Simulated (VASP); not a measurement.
Write the native input for VASP 6.6.1 that does the following.

| Quantity | Value |
| --- | --- |
| Task | single point |
| Functional | RPBE |
| Dispersion | D4 |
| Potentials or basis | VASP PAW PBE potentials, release 64 (Se, Zn) |
| Cutoff | 520 eV |
| k mesh | 8 × 8 × 8 |
| Occupations | fermi-dirac, width 0.05 eV |
| Spin | no spin polarisation |
| Dipole correction | no |
| Further INCAR settings | ALGO = Normal; EDIFF = 1e-06; NBANDS = 16 |

The structure of ZnSe (Stilleite) lies in POSCAR:

```
ZnSe
1.0
    0.0000000000      2.8220127772      2.8220127772
    2.8220127772      0.0000000000      2.8220127772
    2.8220127772      2.8220127772      0.0000000000
Se Zn
1 1
Direct
    0.7500000000      0.7500000000      0.7500000000
    0.0000000000      0.0000000000      0.0000000000
```

One way to write it, as run:

INCAR

```
  PREC = Accurate
  ENCUT = 520
  EDIFF = 1E-6
  ISMEAR = -1
  SIGMA = 0.05
  LREAL = False
  LASPH = True
  NELM = 100
  ALGO = Normal
  ISIF = 2
  LWAVE = False
  LCHARG = True
  GGA = RP
  IVDW = 13
  LELF = True
  LVHAR = True
  NBANDS = 16
```

KPOINTS

```
Automatic mesh
0
Gamma
  8 8 8
```

Potentials or basis: VASP PAW PBE potentials, release 64 (Se, Zn).

Command:

```sh
$ cat potpaw_PBE.64/Se/POTCAR potpaw_PBE.64/Zn/POTCAR > POTCAR
$ mpirun -np 1 vasp_std > vasp.out
```

Results of the run:

```json
{
 "Pressure": "0.3 GPa",
 "Band gap on the k mesh": "1.50 eV, direct",
 "Dispersion energy per atom": "-0.609 eV"
}
```

Caveat: the PAW data sets were made with another functional, which shifts forces and pressure a little.

Wall time 11 s on 1 thread of Intel(R) Xeon(R) 6975P-C (Granite Rapids) (shared host), peak memory 0.17 GiB.
